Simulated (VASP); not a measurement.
# SrO (Fm-3m) in VASP: elastic constants with PBEsol

Aim: the elastic constants of SrO with PBEsol.

All numbers are computed with VASP 6.6.1; they aren't measurements. Logs are shortened: lines on timing, memory, paths and dates and some standing lists are left out, and cuts for length are marked.

### 1 The cell of the first run

It takes space group Fm-3m (No. 225, cubic). Conventional cell: a = 5.123 Å, b = 5.123 Å, c = 5.123 Å, α = 90.00°, β = 90.00°, γ = 90.00°. Within 3.4 Å of Sr (site symmetry m-3m) lie 6 O at 2.56 Å. Within 3.4 Å of O (site symmetry m-3m) lie 6 Sr at 2.56 Å.

### 2 Elastic constants, PBEsol

Contents of INCAR:

```
PREC = Accurate
ENCUT = 600
EDIFF = 1E-8
ISMEAR = 0
SIGMA = 0.01
LREAL = False
LASPH = True
NELM = 100
ALGO = Normal
ISIF = 3
LWAVE = False
LCHARG = True
GGA = PS
NBANDS = 15
IBRION = 6
NFREE = 2
POTIM = 0.015
NSW = 1
```

Contents of KPOINTS:

```
Automatic mesh
0
Gamma
  8 8 8
```

Contents of POSCAR:

```
SrO
1.0
    2.5614438832      2.5614438832      0.0000000000
   -2.5614438832      2.5614438832      0.0000000000
    0.0000000000      2.5614438832      2.5614438832
Sr O
1 1
Direct
    0.5000000000      0.5000000000      0.0000000000
    0.0000000000      0.0000000000      0.0000000000
```

Potentials or basis: VASP PAW PBE potentials, release 64 (Sr_sv, O).

The run is started by

```bash
$ cat potpaw_PBE.64/Sr_sv/POTCAR potpaw_PBE.64/O/POTCAR > POTCAR
$ mpirun -np 1 vasp_std > vasp.out
```

OUTCAR:

```text
PREC = Accurate
   ENCUT = 600
   EDIFF = 1E-8
   ISMEAR = 0
   LREAL = False
   LASPH = True
   NELM = 100
   ISIF = 3
   GGA = PS
   IBRION = 6
   NFREE = 2
   POTIM = 0.015
   NSW = 1

 ion  position               nearest neighbor table
   1  0.500  0.500  0.000-   2 2.56   2 2.56   2 2.56   2 2.56   2 2.56   2 2.56
   2  0.000  0.000  0.000-   1 2.56   1 2.56   1 2.56   1 2.56   1 2.56   1 2.56

  LATTYP: Found a face centered cubic cell.
 ALAT       =     5.1228877664

  Lattice vectors:

 A1 = (   0.0000000000,   2.5614438832,   2.5614438832)
 A2 = (   2.5614438832,   0.0000000000,   2.5614438832)
 A3 = (   2.5614438832,   2.5614438832,   0.0000000000)

Analysis of symmetry for initial positions (statically):
=====================================================================
 Subroutine PRICEL returns:
 Original cell was already a primitive cell.

 Routine SETGRP: Setting up the symmetry group for a
 face centered cubic supercell.

 Subroutine GETGRP returns: Found 48 space group operations
 (whereof 48 operations were pure point group operations)
 out of a pool of 48 trial point group operations.

The static configuration has the point symmetry O_h .

Analysis of symmetry for dynamics (positions and initial velocities):
=====================================================================
 Subroutine PRICEL returns:
 Original cell was already a primitive cell.

 Routine SETGRP: Setting up the symmetry group for a
 face centered cubic supercell.

 Subroutine GETGRP returns: Found 48 space group operations
 (whereof 48 operations were pure point group operations)
 out of a pool of 48 trial point group operations.

The dynamic configuration has the point symmetry O_h .

 Subroutine INISYM returns: Found 48 space group operations
 (whereof 48 operations are pure point group operations),
 and found     1 'primitive' translations

----------------------------------------------------------------------------------------

                                     Primitive cell

  volume of cell :      33.6112

  direct lattice vectors                    reciprocal lattice vectors
     2.561443883  2.561443883  0.000000000     0.195202403  0.195202403 -0.195202403
    -2.561443883  2.561443883  0.000000000    -0.195202403  0.195202403 -0.195202403
     0.000000000  2.561443883  2.561443883     0.000000000  0.000000000  0.390404805

  length of vectors
     3.622428679  3.622428679  3.622428679     0.338100479  0.338100479  0.390404805

  position of ions in fractional coordinates (direct lattice)
     0.500000000  0.500000000  0.000000000
     0.000000000  0.000000000  0.000000000

  ion indices of the primitive-cell ions
   primitive index   ion index
                 1           1
                 2           2

----------------------------------------------------------------------------------------

 KPOINTS: Automatic mesh

Automatic generation of k-mesh.
 Grid dimensions read from file:
 generate k-points for:    8    8    8

 Generating k-lattice:

  Cartesian coordinates                     Fractional coordinates (reciprocal lattice)
     0.024400300  0.024400300 -0.024400300     0.125000000  0.000000000  0.000000000
    -0.024400300  0.024400300 -0.024400300     0.000000000  0.125000000  0.000000000
     0.000000000  0.000000000  0.048800601     0.000000000  0.000000000  0.125000000

  Length of vectors
     0.042262560  0.042262560  0.048800601

  Shift w.r.t. Gamma in fractional coordinates (k-lattice)
     0.000000000  0.000000000  0.000000000

 Subroutine IBZKPT returns following result:
 ===========================================

 Found     29 irreducible k-points:

 Following reciprocal coordinates:
            Coordinates               Weight
  0.000000  0.000000  0.000000      1.000000
  0.125000  0.000000  0.000000      8.000000
  0.250000  0.000000  0.000000      8.000000
  0.375000  0.000000  0.000000      8.000000
  0.500000  0.000000  0.000000      4.000000
[... 58 lines left out ...]
     AMIX_MAG =   1.60;   BMIX_MAG =  1.00
  volume/ion in A,a.u.               =      16.81       113.41
  Fermi-wavevector in a.u.,A,eV,Ry     =   1.278262  2.415565 22.231301  1.633955
  Thomas-Fermi vector in A             =   2.410815
   LORBIT       =      0    0 simple, 1 ext, 2 COOP (PROOUT), +10 PAW based schemes
   GGA     = PS    functional components
   LHFCALC =     F    Hartree Fock is set to
   AEXX    =    0.0000 exact exchange contribution
   IVDW    =     0    specifies the selected vdW correction
   LEPSILON=     F    determine dielectric tensor
   LRPA    =     F    only Hartree local field effects (RPA)
 finite differences with symmetry
 non-spin polarized calculation
 Gauss-broadening in eV      SIGMA  =   0.01
  energy-cutoff  :      600.00
  volume of cell :       33.61
 maximum number of plane-waves:      1139
 NGX is ok and might be reduce to    30
   NGX = 15   NGY = 15   NGZ = 15

--------------------------------------- Ionic step        1  -------------------------------------------

 number of electron      15.9999997 magnetization

 Free energy of the ion-electron system (eV)
  ---------------------------------------------------
  ext. energy  EPLUGINS =         0.00000000
  ---------------------------------------------------
  free energy    TOTEN  =       -12.64061830 eV

  energy without entropy =      -12.64061830  energy(sigma->0) =      -12.64061830

------------------------ aborting loop because EDIFF is reached ----------------------------------------

  FORCE on cell =-STRESS in cart. coord.  units (eV):
  Direction    XX          YY          ZZ          XY          YZ          ZX
  --------------------------------------------------------------------------------------
  -------------------------------------------------------------------------------------
  Total        0.1119136      0.1119136      0.1119136      0.0000000     -0.0000000     -0.0000000
  in kB        5.3346853      5.3346853      5.3346853      0.0000000     -0.0000000     -0.0000000
  external PRESSURE =       5.3346853 kB  Pullay stress =       0.0000000 kB
[... 89 lines left out ...]
  FREE ENERGIE OF THE ION-ELECTRON SYSTEM (eV)
  ---------------------------------------------------
  free  energy   TOTEN  =       -12.6341354903 eV

  energy  without entropy=      -12.6341354903  energy(sigma->0) =      -12.63413549

[... ionic steps 4 to 14 ...]

--------------------------------------- Ionic step       15  -------------------------------------------

 number of electron      15.9999997 magnetization

------------------------ aborting loop because EDIFF is reached ----------------------------------------
[... 67 lines left out ...]
--------------------------------------- Ionic step       17  -------------------------------------------

 number of electron      15.9999999 magnetization

 Free energy of the ion-electron system (eV)
  ---------------------------------------------------
  ext. energy  EPLUGINS =         0.00000000
  ---------------------------------------------------
  free energy    TOTEN  =       -12.64037376 eV

  energy without entropy =      -12.64037376  energy(sigma->0) =      -12.64037376

 E-fermi :   1.6402     XC(G=0): -10.3306

 val. band max:        1.5398915904   @ k =   0.0000   0.0000   0.0000
 cond. band min:       4.6887279997   @ k =   0.5000   0.5000   0.0000
 fundamental gap:      3.1488364093
 Fermi energy:         1.6402026731

 k-point     1 :       0.0000    0.0000    0.0000
  band No.  band energies     occupation
      1     -30.6574      2.00000
      2     -13.4722      2.00000
      3     -12.2981      2.00000
      4     -12.2981      2.00000
      5     -12.2975      2.00000
      6       1.5397      2.00000
      7       1.5397      2.00000
      8       1.5399      2.00000
      9       5.4427      0.00000
     10       7.7268      0.00000
     11       7.7277      0.00000
     12       7.7277      0.00000
     13       9.9473      0.00000
     14       9.9488      0.00000
[... 401 lines left out ...]
      2     -14.6934      2.00000
      3     -12.7132      2.00000
      4     -12.5434      2.00000
      5     -11.4707      2.00000
      6      -0.0843      2.00000
      7       0.6536      2.00000
      8       0.7384      2.00000
      9       7.8767      0.00000
     10       8.2297      0.00000
     11      10.9107      0.00000
     12      11.1109      0.00000
     13      13.2703      0.00000
     14      14.5441      0.00000
     15      14.9147      0.00000

 [... further k-points ...]

------------------------ aborting loop because EDIFF is reached ----------------------------------------

  FORCE on cell =-STRESS in cart. coord.  units (eV):
  Direction    XX          YY          ZZ          XY          YZ          ZX
  --------------------------------------------------------------------------------------
  -------------------------------------------------------------------------------------
  Total        0.1166219      0.1107936      0.1107936      0.0000000     -0.0000000      0.0000000
  in kB        5.5591211      5.2812984      5.2812984      0.0000000     -0.0000000      0.0000000
  external PRESSURE =       5.3739060 kB  Pullay stress =       0.0000000 kB
[... 17 lines left out ...]
  FREE ENERGIE OF THE ION-ELECTRON SYSTEM (eV)
  ---------------------------------------------------
  free  energy   TOTEN  =       -12.6403737586 eV

  energy  without entropy=      -12.6403737586  energy(sigma->0) =      -12.64037376

 INTERNAL STRAIN TENSORS FROM STRAINED CELLS
 ============================================

 INTERNAL STRAIN TENSOR FOR ION    1 for displacements in x,y,z  (eV/Angst):
          X           Y           Z          XY          YZ          ZX
  --------------------------------------------------------------------------------
  x     0.00000     0.00000     0.00000    -0.00000     0.00000    -0.00000
  y    -0.00000    -0.00000    -0.00000     0.00000     0.00000    -0.00000
  z     0.00000     0.00000     0.00000     0.00000     0.00000     0.00000

 INTERNAL STRAIN TENSORS FROM DISPLACED ATOMS
 ============================================

 INTERNAL STRAIN TENSOR FOR ION    1 for displacements in x,y,z  (eV/Angst):
          X           Y           Z          XY          YZ          ZX
  --------------------------------------------------------------------------------
  x     0.00000     0.00000     0.00000     0.00000     0.00000     0.00000
  y     0.00000     0.00000     0.00000     0.00000     0.00000     0.00000
  z     0.00000     0.00000     0.00000     0.00000     0.00000     0.00000

 INTERNAL STRAIN TENSOR FOR ION    2 for displacements in x,y,z  (eV/Angst):
          X           Y           Z          XY          YZ          ZX
  --------------------------------------------------------------------------------
  x     0.00000     0.00000     0.00000     0.00000     0.00000     0.00000
  y     0.00000     0.00000     0.00000     0.00000     0.00000     0.00000
  z     0.00000     0.00000     0.00000     0.00000     0.00000     0.00000

 Eigenvectors and eigenvalues of the dynamical matrix
 ----------------------------------------------------

   1 f  =    6.290227 THz    39.522661 2PiTHz  209.819385 cm-1    26.014277 meV
             X         Y         Z           dx          dy          dz
      0.000000  2.561444  0.000000     0.000000    0.393398   -0.000000
      0.000000  0.000000  0.000000    -0.000000   -0.919368    0.000000
[... 21 lines left out ...]
   6 f/i=    0.003060 THz     0.019226 2PiTHz    0.102068 cm-1     0.012655 meV
             X         Y         Z           dx          dy          dz
      0.000000  2.561444  0.000000     0.029492    0.219601   -0.892269
      0.000000  0.000000  0.000000     0.012620    0.093967   -0.381802

--------------------------------------------------------------------------------------------------------

 ELASTIC MODULI CONTR FROM IONIC RELAXATION (kBar)
 Direction    XX          YY          ZZ          XY          YZ          ZX
 --------------------------------------------------------------------------------
 XX           0.0000      0.0000      0.0000      0.0000      0.0000      0.0000
 YY           0.0000      0.0000      0.0000      0.0000      0.0000      0.0000
 ZZ           0.0000      0.0000      0.0000      0.0000      0.0000      0.0000
 XY           0.0000      0.0000      0.0000      0.0000      0.0000      0.0000
 YZ           0.0000      0.0000      0.0000      0.0000      0.0000      0.0000
 ZX           0.0000      0.0000      0.0000      0.0000      0.0000      0.0000
 --------------------------------------------------------------------------------

 TOTAL ELASTIC MODULI (kBar)
 Direction    XX          YY          ZZ          XY          YZ          ZX
 --------------------------------------------------------------------------------
 XX        1907.3139    479.8156    479.8156     -0.0000      0.0000      0.0000
 YY         479.8156   1907.3139    479.8156     -0.0000     -0.0000      0.0000
 ZZ         479.8156    479.8156   1907.3139      0.0000     -0.0000      0.0000
 XY          -0.0000     -0.0000      0.0000    545.2796      0.0000     -0.0000
 YZ           0.0000     -0.0000     -0.0000      0.0000    545.2796      0.0000
 ZX           0.0000      0.0000      0.0000     -0.0000      0.0000    545.2796
 --------------------------------------------------------------------------------
```

Run time: 13 min. Hardware: 1 thread of Intel Xeon Platinum 8259CL at 2.50GHz (Skylake/Cascade Lake), shared host; peak memory 0.29 GiB.

Results:

```yaml
Elastic_constants_C11_C12_C44: 191, 48, 55 GPa
Voigt_bulk_modulus: 96 GPa
Highest_phonon_frequency_at_Γ_LO-TO_splitting_left_out: 210 cm⁻¹
```

Phonon frequencies in cm⁻¹ (negative: imaginary):
| q point | frequencies |
| --- | --- |
| (0.000, 0.000, 0.000) | 0 0 0 210 210 210 |

Elastic tensor in Voigt notation (GPa, in the Cartesian axes of the cell as first typed):
```
191  48  48   0   0   0
 48 191  48   0   0   0
 48  48 191   0   0   0
  0   0   0  55   0   0
  0   0   0   0  55   0
  0   0   0   0   0  55
```

Clamped-ion elastic tensor (GPa):
```
191  48  48   0   0   0
 48 191  48   0   0   0
 48  48 191   0   0   0
  0   0   0  55   0   0
  0   0   0   0  55   0
  0   0   0   0   0  55
```

Caveat: the PAW data sets were made with another functional, which shifts forces and pressure a little.
